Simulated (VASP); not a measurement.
# SiGeW3 (P4/mmm) in VASP: notebook, part 2 of 3

VASP 6.6.1. The steps go on from the part before.

### Step 3. Single point, PBE

This run uses another cell than the first one, of 17.02 Å³/atom.

File INCAR:

```
SYSTEM = SiGeW3
PREC     = Accurate       ! precision mode
ENCUT    = 520            ! plane-wave cutoff, eV
EDIFF    = 1E-7           ! SCF threshold, eV
ISMEAR   = 0              ! smearing method
SIGMA    = 0.1            ! smearing width, eV
LREAL    = .FALSE.        ! projectors in reciprocal space
LASPH    = .TRUE.         ! aspherical terms in the spheres
NELM     = 60             ! most SCF steps
ALGO     = Fast           ! electronic algorithm
ISIF     = 2              ! what is computed and relaxed
LWAVE    = .FALSE.        ! write WAVECAR
LCHARG   = .TRUE.         ! write CHGCAR
GGA      = PE             ! functional
LELF     = .TRUE.         ! ELF
LVHAR    = .TRUE.       
NBANDS   = 38             ! bands
```

File KPOINTS:

```
regular mesh
0
G
  6 6 2
  0 0 0
```

File POSCAR:

```
SiGeW3
1.0
    3.3516977182      0.0000000000      0.0000000000
    0.0000000000      3.3516977182      0.0000000000
    0.0000000000      0.0000000000      7.5759421705
Si Ge W
1 1 3
Direct
    0.5000000000      0.5000000000      0.0000000000
    0.0000000000      0.0000000000      0.5000000000
    0.0000000000      0.0000000000      0.8327733924
    0.0000000000      0.0000000000      0.1672266076
    0.5000000000      0.5000000000      0.5000000000
```

Potentials or basis: VASP PAW PBE potentials, release 64 (Si, Ge_d, W_sv).

On the command line:

```bash
$ cat potpaw_PBE.64/Si/POTCAR potpaw_PBE.64/Ge_d/POTCAR potpaw_PBE.64/W_sv/POTCAR > POTCAR
$ mpirun -np 1 vasp_std > vasp.out
```

OUTCAR:

```text
SYSTEM = SiGeW3
   PREC = Accurate
   ENCUT = 520
   EDIFF = 1E-7
   ISMEAR = 0
   LREAL = .FALSE.
   LASPH = .TRUE.
   NELM = 60
   ISIF = 2
   GGA = PE

 ion  position               nearest neighbor table
   1  0.500  0.500  0.000-   3 2.69   4 2.69   3 2.69   4 2.69   3 2.69   4 2.69   3 2.69   4 2.69

   2  0.000  0.000  0.500-   5 2.37   5 2.37   5 2.37   5 2.37   3 2.52   4 2.52
   3  0.000  0.000  0.833-   2 2.52   4 2.53   1 2.69   1 2.69   1 2.69   1 2.69   5 3.46   5 3.46
                             5 3.46   5 3.46
   4  0.000  0.000  0.167-   2 2.52   3 2.53   1 2.69   1 2.69   1 2.69   1 2.69   5 3.46   5 3.46
                             5 3.46   5 3.46
   5  0.500  0.500  0.500-   2 2.37   2 2.37   2 2.37   2 2.37   3 3.46   4 3.46   4 3.46   3 3.46
                             4 3.46   3 3.46   3 3.46   4 3.46

  LATTYP: Found a simple tetragonal cell.
 ALAT       =     3.3516977182
 C/A-ratio  =     2.2603297813

  Lattice vectors:

 A1 = (   3.3516977182,   0.0000000000,   0.0000000000)
 A2 = (   0.0000000000,   3.3516977182,   0.0000000000)
 A3 = (   0.0000000000,   0.0000000000,   7.5759421705)

Analysis of symmetry for initial positions (statically):
=====================================================================
 Subroutine PRICEL returns:
 Original cell was already a primitive cell.

 Routine SETGRP: Setting up the symmetry group for a
 simple tetragonal supercell.

 Subroutine GETGRP returns: Found 16 space group operations
 (whereof 16 operations were pure point group operations)
 out of a pool of 16 trial point group operations.

The static configuration has the point symmetry D_4h.

Analysis of symmetry for dynamics (positions and initial velocities):
=====================================================================
 Subroutine PRICEL returns:
 Original cell was already a primitive cell.

 Routine SETGRP: Setting up the symmetry group for a
 simple tetragonal supercell.

 Subroutine GETGRP returns: Found 16 space group operations
 (whereof 16 operations were pure point group operations)
 out of a pool of 16 trial point group operations.

The dynamic configuration has the point symmetry D_4h.

 Subroutine INISYM returns: Found 16 space group operations
 (whereof 16 operations are pure point group operations),
 and found     1 'primitive' translations

----------------------------------------------------------------------------------------

                                     Primitive cell

  volume of cell :      85.1072

  direct lattice vectors                    reciprocal lattice vectors
     3.351697718  0.000000000  0.000000000     0.298356261  0.000000000  0.000000000
     0.000000000  3.351697718  0.000000000     0.000000000  0.298356261  0.000000000
     0.000000000  0.000000000  7.575942171     0.000000000  0.000000000  0.131996784

  length of vectors
     3.351697718  3.351697718  7.575942171     0.298356261  0.298356261  0.131996784

  position of ions in fractional coordinates (direct lattice)
     0.500000000  0.500000000  0.000000000
     0.000000000  0.000000000  0.500000000
     0.000000000  0.000000000  0.832773392
     0.000000000  0.000000000  0.167226608
     0.500000000  0.500000000  0.500000000

  ion indices of the primitive-cell ions
   primitive index   ion index
[... 33 lines left out ...]
            Coordinates               Weight
  0.000000  0.000000  0.000000      1.000000
  0.166667  0.000000  0.000000      4.000000
  0.333333  0.000000  0.000000      4.000000
  0.500000  0.000000  0.000000      2.000000
  0.166667  0.166667  0.000000      4.000000
  0.333333  0.166667  0.000000      8.000000
[... 12 lines left out ...]
  0.500000  0.333333  0.500000      4.000000
  0.500000  0.500000  0.500000      1.000000
   k-points           NKPTS =     20   k-points in BZ     NKDIM =     20   number of bands    NBANDS=     38
   number of dos      NEDOS =    301   number of ions     NIONS =      5
   total plane-waves  NPLWV =  43904
   dimension x,y,z NGX =    28 NGY =   28 NGZ =   56
   dimension x,y,z NGXF=    56 NGYF=   56 NGZF=  112
   ions per type =               1   1   3
   NGX,Y,Z   is equivalent  to a cutoff of  13.89, 13.89, 12.29 a.u.
   NGXF,Y,Z  is equivalent  to a cutoff of  27.78, 27.78, 24.58 a.u.
 SYSTEM =  SiGeW3
   PREC   = accura    normal or accurate (medium, high low for compatibility)
   ISTART =      0    job   : 0-new  1-cont  2-samecut
   ICHARG =      2    charge: 1-file 2-atom 10-const
   ISPIN  =      1    spin polarized calculation?
   LNONCOLLINEAR =      F non collinear calculations
   LSORBIT =      F    spin-orbit coupling
   LASPH  =      T    aspherical Exc in radial PAW
   ENCUT  =  520.0 eV  38.22 Ry    6.18 a.u.   6.23  6.23 14.09*2*pi/ulx,y,z
   NELM   =     60;   NELMIN=  2; NELMDL= -5     # of ELM steps
   EDIFF  = 0.1E-06   stopping-criterion for ELM
   LREAL  =      F    real-space projection
   EDIFFG = 0.1E-05   stopping-criterion for IOM
   NSW    =      0    number of steps for IOM
   IBRION =     -1    ionic relax: 0-MD 1-quasi-New 2-CG
   NFREE  =      0    steps in history (QN), initial steepest desc. (CG)
   ISIF   =      2    stress and relaxation
   ISYM   =      2    0-nonsym 1-usesym 2-fastsym
   POTIM  = 0.5000    time-step for ionic-motion
   TEBEG  =    0.0;   TEEND  =   0.0 temperature during run
   PSTRESS=    0.0 pullay stress
   NELECT =      60.0000    total number of electrons
   NUPDOWN=      -1.0000    fix difference up-down
   EMIN   =  10.00;   EMAX   =-10.00  energy-range for DOS
   EFERMI =   0.00;   METHOD = LEGACY
   ISMEAR =     0;   SIGMA  =   0.10  broadening in eV -4-tet -1-fermi 0-gaus
   EFERMI_NEDOS =   21; number of points for ismear=-14 and -15
   IALGO  =     68    algorithm
   IMIX   =      4    mixing-type and parameters
     AMIX     =   0.40;   BMIX     =  1.00
     AMIX_MAG =   1.60;   BMIX_MAG =  1.00
  volume/ion in A,a.u.               =      17.02       114.87
  Fermi-wavevector in a.u.,A,eV,Ry     =   1.457034  2.753396 28.884477  2.122949
  Thomas-Fermi vector in A             =   2.573883
   LORBIT       =      0    0 simple, 1 ext, 2 COOP (PROOUT), +10 PAW based schemes
   GGA     = PE    functional components
   LHFCALC =     F    Hartree Fock is set to
   AEXX    =    0.0000 exact exchange contribution
   IVDW    =     0    specifies the selected vdW correction
   LEPSILON=     F    determine dielectric tensor
   LRPA    =     F    only Hartree local field effects (RPA)
 non-spin polarized calculation
 RMM-DIIS sequential band-by-band and
 Gauss-broadening in eV      SIGMA  =   0.10
  energy-cutoff  :      520.00
  volume of cell :       85.11
 maximum number of plane-waves:      2320
 NGX is ok and might be reduce to    28
   NGX = 13   NGY = 13   NGZ = 29

 number of electron      59.9999987 magnetization

 Free energy of the ion-electron system (eV)
  ---------------------------------------------------
  ext. energy  EPLUGINS =         0.00000000
  ---------------------------------------------------
  free energy    TOTEN  =       -44.13368342 eV

  energy without entropy =      -44.12265007  energy(sigma->0) =      -44.12816675

 E-fermi :   9.3330     XC(G=0): -12.3099

 val. band max:        9.2209587619   @ k =   0.1667   0.1667   0.0000
 cond. band min:       9.3383808638   @ k =   0.0000   0.0000   0.5000
 fundamental gap:      0.1174221019
 Fermi energy:         9.3330221370

 k-point     1 :       0.0000    0.0000    0.0000
  band No.  band energies     occupation
      1     -65.0187      2.00000
      2     -64.8621      2.00000
      3     -64.7885      2.00000
      4     -29.4586      2.00000
      5     -29.4016      2.00000
      6     -29.4016      2.00000
[... 809 lines left out ...]
     37      12.0074      0.00000
     38      12.1241      0.00000

------------------------ aborting loop because EDIFF is reached ----------------------------------------

  FORCE on cell =-STRESS in cart. coord.  units (eV):
  Direction    XX          YY          ZZ          XY          YZ          ZX
  --------------------------------------------------------------------------------------
  -------------------------------------------------------------------------------------
  Total        0.1255576      0.1255576      0.2145980      0.0000000      0.0000000      0.0000000
  in kB        2.3636720      2.3636720      4.0398931      0.0000000      0.0000000      0.0000000
  external PRESSURE =       2.9224124 kB  Pullay stress =       0.0000000 kB

 VOLUME and BASIS-vectors are now :
 -----------------------------------------------------------------------------
  energy-cutoff  :      520.00
  volume of cell :       85.11
      direct lattice vectors                 reciprocal lattice vectors
     3.351697718  0.000000000  0.000000000     0.298356261  0.000000000  0.000000000
     0.000000000  3.351697718  0.000000000     0.000000000  0.298356261  0.000000000
     0.000000000  0.000000000  7.575942171     0.000000000  0.000000000  0.131996784

 POSITION                                       TOTAL-FORCE (eV/Angst)
 -----------------------------------------------------------------------------------
      1.67585      1.67585      0.00000        -0.000000      0.000000      0.000000
      0.00000      0.00000      3.78797        -0.000000      0.000000      0.000000
      0.00000      0.00000      6.30904         0.000000     -0.000000     -0.023095
      0.00000      0.00000      1.26690        -0.000000      0.000000      0.023095
      1.67585      1.67585      3.78797        -0.000000      0.000000      0.000000
 -----------------------------------------------------------------------------------
    total drift:                               -0.000000      0.000000      0.000000

  FREE ENERGIE OF THE ION-ELECTRON SYSTEM (eV)
  ---------------------------------------------------
  free  energy   TOTEN  =       -44.1336834238 eV

  energy  without entropy=      -44.1226500746  energy(sigma->0) =      -44.12816675
```

It took 91 s on 1 thread of Intel Xeon 6975P-C (Granite Rapids), shared host; peak memory 0.23 GiB.

What came out:

| Property | Result |
| --- | --- |
| Free energy | -44.1337 eV |
| Pressure | 0.3 GPa |
| Largest force | 0.023 eV/Å |
| Band gap on the k mesh | zero (bands 30 and 31 overlap by 2.22 eV) |

Forces on the atoms (eV/Å):
```
Si   0.000  0.000  0.000
Ge   0.000  0.000  0.000
W    0.000  0.000 -0.023
W    0.000  0.000  0.023
W    0.000  0.000  0.000
```

Levels at points of the mesh, in eV from the Fermi level:
| k point | band 28 | band 29 | band 30 | band 31 | band 32 | band 33 |
| --- | --- | --- | --- | --- | --- | --- |
| (0.00, 0.00, 0.00) | -1.60 | -0.48 | -0.48 | -0.44 | 0.65 | 1.27 |
| (0.50, 0.00, 0.00) | -1.82 | -0.96 | -0.70 | -0.45 | 1.00 | 1.14 |
| (0.50, 0.50, 0.00) | -2.16 | -0.30 | 1.73 | 1.93 | 2.00 | 2.00 |
| (0.00, 0.00, 0.50) | -0.48 | -0.41 | 0.01 | 0.01 | 0.14 | 0.14 |
| (0.50, 0.00, 0.50) | -1.85 | -1.24 | -0.29 | -0.22 | 0.51 | 1.19 |
| (0.50, 0.50, 0.50) | 0.81 | 1.73 | 1.76 | 1.83 | 1.84 | 2.34 |

Caveat: the k points lie up to 0.41 Å⁻¹ apart, too coarse for converged energies and pressures of a metal; spin-orbit coupling is left out, which moves the levels of the heavy elements.

### Step 4. Single point, PBE

This run uses another cell than the first one, of 20.44 Å³/atom.

File INCAR:

```
SYSTEM = SiGeW3
ALGO = Normal ; EDIFF = 1E-7
ENCUT = 520 ; GGA = PE
ISIF = 2 ; ISMEAR = 0
LASPH = .True. ; LCHARG = .False.
LREAL = .False. ; LWAVE = .False.
NBANDS = 38 ; NELM = 100
PREC = Accurate ; SIGMA = 0.1
```

File KPOINTS:

```
k-points
0
Gamma
  4 4 4
  0 0 0
```

File POSCAR:

```
SiGeW3
1.0
    4.2041349700      0.0000000000      0.0000000000
    0.0000000000      4.2041349700      0.0000000000
    0.0000000000      0.0000000000      5.7819651700
Si Ge W
1 1 3
Direct
    0.5000000000      0.5000000000      0.0000000000
    0.0000000000      0.0000000000      0.5000000000
    0.0000000000      0.0000000000      0.8081427500
    0.0000000000      0.0000000000      0.1918572500
    0.5000000000      0.5000000000      0.5000000000
```

On the command line:

```bash
$ cat potpaw_PBE.64/Si/POTCAR potpaw_PBE.64/Ge_d/POTCAR potpaw_PBE.64/W_sv/POTCAR > POTCAR
$ mpirun -np 1 vasp_std > vasp.out
```

Wall time 41 s (1 thread of Intel Xeon 6975P-C (Granite Rapids), shared host); peak memory 0.24 GiB.

It converged, with:

- Free energy: -24.5060 eV
- Pressure: 40.1 GPa
- Largest force: 28.586 eV/Å
- Band gap on the k mesh: zero (bands 30 and 31 overlap by 0.91 eV)

Forces in eV/Å, atoms in the order of the input:
```
Si    0.000   0.000   0.000
Ge    0.000   0.000   0.000
W     0.000   0.000  28.586
W     0.000   0.000 -28.586
W     0.000   0.000   0.000
```

Stress tensor (GPa, compression positive):
```
-26.16   0.00   0.00
  0.00 -26.16   0.00
  0.00   0.00 172.60
```

Levels at points of the mesh, in eV from the Fermi level:
```
           k point  band 28  band 29  band 30  band 31  band 32  band 33
(0.00, 0.00, 0.00)    -0.66    -0.66    -0.14    -0.06     0.13     0.16
(0.50, 0.00, 0.00)    -0.78    -0.51    -0.17     0.18     0.24     1.12
(0.50, 0.50, 0.00)    -0.86     0.21     0.24     0.42     0.50     1.03
(0.00, 0.00, 0.50)    -1.21    -1.15    -1.15    -0.65    -0.19     0.26
(0.50, 0.00, 0.50)    -1.33    -0.16    -0.12     0.08     0.29     1.00
(0.50, 0.50, 0.50)    -0.95    -0.46    -0.06     0.28     0.51     0.92
```

Caveat: the k points lie up to 0.37 Å⁻¹ apart, too coarse for converged energies and pressures of a metal; atoms lie so close that the PAW spheres overlap strongly, which falsifies energies and pressures; spin-orbit coupling is left out, which moves the levels of the heavy elements; forces of over 1 eV/Å act on the atoms, so gaps and moduli don't describe the material at rest.

[end of part 2 of 3]
